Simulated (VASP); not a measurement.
# Mo (Im-3m) in VASP: further runs

Aim: see how the results for Mo move with the level of theory and the settings. Levels: PBE, PBE+D3(BJ), PBE+U. Tasks: single point.

All numbers are computed with VASP 6.6.1; they aren't measurements. Logs are shortened: lines on timing, memory, paths and dates and some standing lists are left out, and cuts for length are marked.

**1. The cell of the first run**

It takes space group Im-3m (No. 229, cubic). Conventional cell: a = 3.139 Å, b = 3.139 Å, c = 3.139 Å, α = 90.00°, β = 90.00°, γ = 90.00°. Within 3.6 Å of Mo (site symmetry m-3m) lie 14 Mo at 2.72 to 3.14 Å.

**2. Single point, PBE**

INCAR reads:

```
ALGO     = Normal         # electronic algorithm
EDIFF    = 1E-6           # SCF threshold, eV
ENCUT    = 500            # plane-wave cutoff, eV
GGA      = PE             # functional
GGA_COMPAT= False        
ISIF     = 2              # what is computed and relaxed
ISMEAR   = -1             # smearing method
LASPH    = True           # aspherical terms in the spheres
LCHARG   = False          # write CHGCAR
LREAL    = False          # projectors in reciprocal space
LWAVE    = False          # write WAVECAR
NBANDS   = 13             # bands
NELM     = 120            # most SCF steps
PREC     = Accurate       # precision mode
SIGMA    = 0.0125         # smearing width, eV
```

KPOINTS reads:

```
k-points
0
Gamma
  8 8 8
```

POSCAR reads:

```
Mo
1.0
   -1.5695980000      1.5695980000      1.5695980000
    1.5695980000     -1.5695980000      1.5695980000
    1.5695980000      1.5695980000     -1.5695980000
Mo
1
Direct
    0.0000000000      0.0000000000      0.0000000000
```

Potentials or basis: VASP PAW PBE potentials, release 64 (Mo_sv).

Run with:

```sh
$ cat potpaw_PBE.64/Mo_sv/POTCAR > POTCAR
$ mpirun -np 1 vasp_std > vasp.out
```

OUTCAR:

```text
EDIFF = 1E-6
   ENCUT = 500
   GGA = PE
   ISIF = 2
   ISMEAR = -1
   LASPH = True
   LREAL = False
   NELM = 120
   PREC = Accurate

 ion  position               nearest neighbor table
   1  0.000  0.000  0.000-

  LATTYP: Found a body centered cubic cell.
 ALAT       =     3.1391960000

  Lattice vectors:

 A1 = (  -1.5695980000,   1.5695980000,   1.5695980000)
 A2 = (   1.5695980000,  -1.5695980000,   1.5695980000)
 A3 = (   1.5695980000,   1.5695980000,  -1.5695980000)

Analysis of symmetry for initial positions (statically):
=====================================================================
 Subroutine PRICEL returns:
 Original cell was already a primitive cell.

 Routine SETGRP: Setting up the symmetry group for a
 body centered cubic supercell.

 Subroutine GETGRP returns: Found 48 space group operations
 (whereof 48 operations were pure point group operations)
 out of a pool of 48 trial point group operations.

The static configuration has the point symmetry O_h .

Analysis of symmetry for dynamics (positions and initial velocities):
=====================================================================
 Subroutine PRICEL returns:
 Original cell was already a primitive cell.

 Routine SETGRP: Setting up the symmetry group for a
 body centered cubic supercell.

 Subroutine GETGRP returns: Found 48 space group operations
 (whereof 48 operations were pure point group operations)
 out of a pool of 48 trial point group operations.

The dynamic configuration has the point symmetry O_h .

 Subroutine INISYM returns: Found 48 space group operations
 (whereof 48 operations are pure point group operations),
 and found     1 'primitive' translations

----------------------------------------------------------------------------------------

                                     Primitive cell

  volume of cell :      15.4677

  direct lattice vectors                    reciprocal lattice vectors
    -1.569598000  1.569598000  1.569598000     0.000000000  0.318552903  0.318552903
     1.569598000 -1.569598000  1.569598000     0.318552903  0.000000000  0.318552903
     1.569598000  1.569598000 -1.569598000     0.318552903  0.318552903  0.000000000

  length of vectors
     2.718623483  2.718623483  2.718623483     0.450501836  0.450501836  0.450501836

  position of ions in fractional coordinates (direct lattice)
     0.000000000  0.000000000  0.000000000

  ion indices of the primitive-cell ions
   primitive index   ion index
                 1           1

----------------------------------------------------------------------------------------

 KPOINTS: k-points

Automatic generation of k-mesh.
 Grid dimensions read from file:
 generate k-points for:    8    8    8

 Generating k-lattice:

  Cartesian coordinates                     Fractional coordinates (reciprocal lattice)
     0.000000000  0.039819113  0.039819113     0.125000000  0.000000000  0.000000000
     0.039819113  0.000000000  0.039819113     0.000000000  0.125000000  0.000000000
     0.039819113  0.039819113  0.000000000     0.000000000  0.000000000  0.125000000

  Length of vectors
     0.056312730  0.056312730  0.056312730

  Shift w.r.t. Gamma in fractional coordinates (k-lattice)
     0.000000000  0.000000000  0.000000000

 Subroutine IBZKPT returns following result:
 ===========================================

 Found     29 irreducible k-points:

 Following reciprocal coordinates:
            Coordinates               Weight
  0.000000  0.000000  0.000000      1.000000
  0.125000  0.000000  0.000000     12.000000
  0.250000  0.000000  0.000000     12.000000
  0.375000  0.000000  0.000000     12.000000
  0.500000  0.000000  0.000000      6.000000
  0.125000  0.125000  0.000000     24.000000
[... 16 lines left out ...]
 -0.250000  0.250000  0.250000      6.000000
 -0.375000  0.375000  0.250000     24.000000
 [... further k-points ...]
   k-points           NKPTS =     29   k-points in BZ     NKDIM =     29   number of bands    NBANDS=     13
   number of dos      NEDOS =    301   number of ions     NIONS =      1
   total plane-waves  NPLWV =   8000
   dimension x,y,z NGX =    20 NGY =   20 NGZ =   20
   dimension x,y,z NGXF=    40 NGYF=   40 NGZF=   40
   ions per type =               1
   NGX,Y,Z   is equivalent  to a cutoff of  12.23, 12.23, 12.23 a.u.
   NGXF,Y,Z  is equivalent  to a cutoff of  24.46, 24.46, 24.46 a.u.
 SYSTEM =  unknown system
   PREC   = accura    normal or accurate (medium, high low for compatibility)
   ISTART =      0    job   : 0-new  1-cont  2-samecut
   ICHARG =      2    charge: 1-file 2-atom 10-const
   ISPIN  =      1    spin polarized calculation?
   LNONCOLLINEAR =      F non collinear calculations
   LSORBIT =      F    spin-orbit coupling
   LASPH  =      T    aspherical Exc in radial PAW
   ENCUT  =  500.0 eV  36.75 Ry    6.06 a.u.   4.96  4.96  4.96*2*pi/ulx,y,z
   NELM   =    120;   NELMIN=  2; NELMDL= -5     # of ELM steps
   EDIFF  = 0.1E-05   stopping-criterion for ELM
   LREAL  =      F    real-space projection
   EDIFFG = 0.1E-04   stopping-criterion for IOM
   NSW    =      0    number of steps for IOM
   IBRION =     -1    ionic relax: 0-MD 1-quasi-New 2-CG
   NFREE  =      0    steps in history (QN), initial steepest desc. (CG)
   ISIF   =      2    stress and relaxation
   ISYM   =      2    0-nonsym 1-usesym 2-fastsym
   POTIM  = 0.5000    time-step for ionic-motion
   TEBEG  =    0.0;   TEEND  =   0.0 temperature during run
   PSTRESS=    0.0 pullay stress
   NELECT =      14.0000    total number of electrons
   NUPDOWN=      -1.0000    fix difference up-down
   EMIN   =  10.00;   EMAX   =-10.00  energy-range for DOS
   EFERMI =   0.00;   METHOD = LEGACY
   ISMEAR =    -1;   SIGMA  =   0.01  broadening in eV -4-tet -1-fermi 0-gaus
   EFERMI_NEDOS =   21; number of points for ismear=-14 and -15
   IALGO  =     38    algorithm
   IMIX   =      4    mixing-type and parameters
     AMIX     =   0.40;   BMIX     =  1.00
     AMIX_MAG =   1.60;   BMIX_MAG =  1.00
  volume/ion in A,a.u.               =      15.47       104.38
  Fermi-wavevector in a.u.,A,eV,Ry     =   1.583589  2.992549 34.120056  2.507753
  Thomas-Fermi vector in A             =   2.683336
   LORBIT       =      0    0 simple, 1 ext, 2 COOP (PROOUT), +10 PAW based schemes
   GGA     = PE    functional components
   LHFCALC =     F    Hartree Fock is set to
   AEXX    =    0.0000 exact exchange contribution
   IVDW    =     0    specifies the selected vdW correction
   LEPSILON=     F    determine dielectric tensor
   LRPA    =     F    only Hartree local field effects (RPA)
 non-spin polarized calculation
  energy-cutoff  :      500.00
  volume of cell :       15.47
 maximum number of plane-waves:       420
   NGX =  9   NGY =  9   NGZ =  9

 number of electron      13.9999999 magnetization

 Free energy of the ion-electron system (eV)
  ---------------------------------------------------
  ext. energy  EPLUGINS =         0.00000000
  ---------------------------------------------------
  free energy    TOTEN  =       -10.90478653 eV

  energy without entropy =      -10.90394399  energy(sigma->0) =      -10.90436526

 E-fermi :  12.6175     XC(G=0): -13.4522

 val. band max:       12.6173478937   @ k =  -0.2500   0.2500   0.1250
 cond. band min:      12.7874594529   @ k =   0.3750   0.0000   0.0000
 fundamental gap:      0.1701115592
 Fermi energy:        12.6175237941

 k-point     1 :       0.0000    0.0000    0.0000
  band No.  band energies     occupation
      1     -48.5313      2.00000
      2     -21.7721      2.00000
      3     -21.7721      2.00000
      4     -21.7721      2.00000
      5       5.4934      2.00000
      6      11.3725      2.00000
      7      11.3725      2.00000
      8      11.3725      2.00000
      9      14.4380      0.00000
     10      14.4380      0.00000
     11      27.6119      0.00000
     12      27.6119      0.00000
     13      27.6119      0.00000

 k-point     2 :       0.1250    0.0000    0.0000
  band No.  band energies     occupation
      1     -48.4917      2.00000
      2     -21.9974      2.00000
      3     -21.8417      2.00000
      4     -21.7739      2.00000
      5       6.1605      2.00000
      6      11.0027      2.00000
      7      11.2807      2.00000
      8      12.0219      2.00000
      9      13.9953      0.00000
     10      14.4559      0.00000
     11      28.0376      0.00000
     12      28.7623      0.00000
     13      28.7866      0.00000

 k-point     3 :       0.2500    0.0000    0.0000
  band No.  band energies     occupation
      1     -48.3949      2.00000
      2     -22.5207      2.00000
      3     -22.0065      2.00000
      4     -21.7782      2.00000
      5       7.4700      2.00000
      6      10.2224      2.00000
      7      11.1820      2.00000
      8      13.8242      0.00000
      9      13.9015      0.00000
     10      14.6003      0.00000
     11      27.6216      0.00000
     12      29.0682      0.00000
     13      31.8117      0.00000
[... 305 lines left out ...]
 k-point    23 :      -0.2500    0.2500    0.2500
  band No.  band energies     occupation
      1     -48.2783      2.00000
      2     -22.5487      2.00000
      3     -22.2614      2.00000
      4     -22.2614      2.00000
      5       8.9998      2.00000
      6      10.0360      2.00000
      7      12.1263      2.00000
      8      12.1263      2.00000
      9      13.6340      0.00000
     10      16.2482      0.00000
     11      28.0518      0.00000
     12      31.1972      0.00000
     13      31.5655      0.00000

 k-point    24 :      -0.3750    0.3750    0.2500
  band No.  band energies     occupation
      1     -48.1943      2.00000
      2     -22.8463      2.00000
      3     -22.4353      2.00000
      4     -22.3046      2.00000
      5       8.7672      2.00000
      6       9.3497      2.00000
      7      12.1192      2.00000
      8      12.9668      0.00000
      9      15.6817      0.00000
     10      17.8413      0.00000
     11      26.7086      0.00000
     12      28.7630      0.00000
     13      29.7913      0.00000

 [... further k-points ...]
[... 5 lines left out ...]
  --------------------------------------------------------------------------------------
  -------------------------------------------------------------------------------------
  Total        0.6671769      0.6671769      0.6671769      0.0000000      0.0000000     -0.0000000
  in kB       69.1076725     69.1076725     69.1076725      0.0000000      0.0000000     -0.0000000
  external PRESSURE =      69.1076725 kB  Pullay stress =       0.0000000 kB

 VOLUME and BASIS-vectors are now :
 -----------------------------------------------------------------------------
  energy-cutoff  :      500.00
  volume of cell :       15.47
      direct lattice vectors                 reciprocal lattice vectors
    -1.569598000  1.569598000  1.569598000     0.000000000  0.318552903  0.318552903
     1.569598000 -1.569598000  1.569598000     0.318552903  0.000000000  0.318552903
     1.569598000  1.569598000 -1.569598000     0.318552903  0.318552903  0.000000000

 POSITION                                       TOTAL-FORCE (eV/Angst)
 -----------------------------------------------------------------------------------
      0.00000      0.00000      0.00000         0.000000     -0.000000     -0.000000
 -----------------------------------------------------------------------------------
    total drift:                                0.000000     -0.000000     -0.000000

  FREE ENERGIE OF THE ION-ELECTRON SYSTEM (eV)
  ---------------------------------------------------
  free  energy   TOTEN  =       -10.9047865257 eV

  energy  without entropy=      -10.9039439863  energy(sigma->0) =      -10.90436526
```

Wall time 10 s (1 thread of Intel Xeon 8259CL, shared host); peak memory 0.12 GiB.

What came out:

| Item | Value |
| --- | --- |
| Free energy | -10.9048 eV |
| Pressure | 6.9 GPa |
| Band gap on the k mesh | zero (band 7 reaches 16.80 eV, above the bottom of band 8 at 11.37 eV) |

**3. Single point, PBE**

INCAR reads:

```
SYSTEM = Mo
PREC = Accurate
ENCUT = 500
EDIFF = 1E-6
ISMEAR = -1
SIGMA = 0.0125
LREAL = .FALSE.
LASPH = .TRUE.
NELM = 120
ALGO = Normal
ISIF = 2
LWAVE = .FALSE.
LCHARG = .TRUE.
GGA = PE
LELF = .TRUE.
LVHAR = .TRUE.
NBANDS = 13
GGA_COMPAT = .FALSE.
```

KPOINTS reads:

```
regular mesh
0
G
  8 8 8
  0 0 0
```

POSCAR is that of step 2.

Potentials or basis: VASP PAW PBE potentials, release 64 (Mo_sv).

Run with:

```sh
$ cat potpaw_PBE.64/Mo_sv/POTCAR > POTCAR
$ mpirun -np 1 vasp_std > vasp.out
```

Wall time 10 s (1 thread of Intel Xeon 8259CL, shared host); peak memory 0.12 GiB.

It converged, with:

* Free energy: -10.9048 eV
* Pressure: 6.9 GPa
* Band gap on the k mesh: zero (band 7 reaches 16.80 eV, above the bottom of band 8 at 11.37 eV)

Levels at points of the mesh, in eV from the Fermi level:
| k point | band 3 | band 4 | band 5 | band 6 | band 7 | band 8 | band 9 | band 10 | band 11 | band 12 |
| --- | --- | --- | --- | --- | --- | --- | --- | --- | --- | --- |
| (0.00, 0.00, 0.00) | -34.39 | -34.39 | -7.12 | -1.25 | -1.25 | -1.25 | 1.82 | 1.82 | 14.99 | 14.99 |
| (0.50, 0.00, 0.00) | -34.85 | -34.40 | -5.24 | -3.31 | 1.81 | 1.85 | 2.49 | 4.95 | 11.95 | 12.13 |
| (0.50, 0.50, 0.50) | -35.39 | -35.39 | -5.38 | -5.38 | 4.18 | 4.18 | 4.18 | 9.29 | 9.29 | 9.29 |

(Continued in part 2 of 2.)
